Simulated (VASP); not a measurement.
Wanted: the native input for a VASP 6.6.1 run.

| Property | Result |
| --- | --- |
| Task | single point |
| Functional | LDA |
| Potentials or basis | VASP PAW LDA potentials, release 64 (Be, Co) |
| Cutoff | 520 eV |
| k mesh | 11 × 11 × 11 |
| Occupations | fermi-dirac, width 0.05 eV |
| Spin | collinear spin, ferromagnetic start |
| Starting moments | [0.0, 3.2] μB |
| Dipole correction | no |
| Further INCAR settings | ALGO = Normal; EDIFF = 1e-06; NBANDS = 16 |

The structure of BeCo lies in POSCAR:

```
BeCo
1.0
    2.6402934064      0.0000000000      0.0000000000
    0.0000000000      2.6402934064      0.0000000000
    0.0000000000      0.0000000000      2.6402934064
Be Co
1 1
Direct
    0.0000000000      0.0000000000      0.0000000000
    0.5000000000      0.5000000000      0.5000000000
```

One way to write it, as run:

INCAR

```
SYSTEM = BeCo
PREC = Accurate
ENCUT = 520
EDIFF = 1E-6
ISMEAR = -1
SIGMA = 0.05
LREAL = .FALSE.
LASPH = .TRUE.
NELM = 150
ALGO = Normal
ISIF = 2
LWAVE = .FALSE.
LCHARG = .FALSE.
ISPIN = 2
MAGMOM = 0 3.2
LORBIT = 11
LMAXMIX = 4
GGA = CA
NBANDS = 16
```

KPOINTS

```
Automatic mesh
0
G
  11 11 11
  0 0 0
```

Potentials or basis: VASP PAW LDA potentials, release 64 (Be, Co).

Command:

```console
$ cat potpaw_LDA.64/Be/POTCAR potpaw_LDA.64/Co/POTCAR > POTCAR
$ mpirun -np 1 vasp_std > vasp.out
```

It gave:

```
Pressure                                              : -21.0 GPa
Net moment                                            : 0.40 μB per cell
Site moments                                          : Be -0.02; Co +0.42 μB
Valence electrons inside the program's atomic spheres : Be 1.11; Co 8.40
```

Run time: 14 s on 1 thread of Intel(R) Xeon(R) 6975P-C (Granite Rapids) (shared host), peak memory 0.13 GiB.
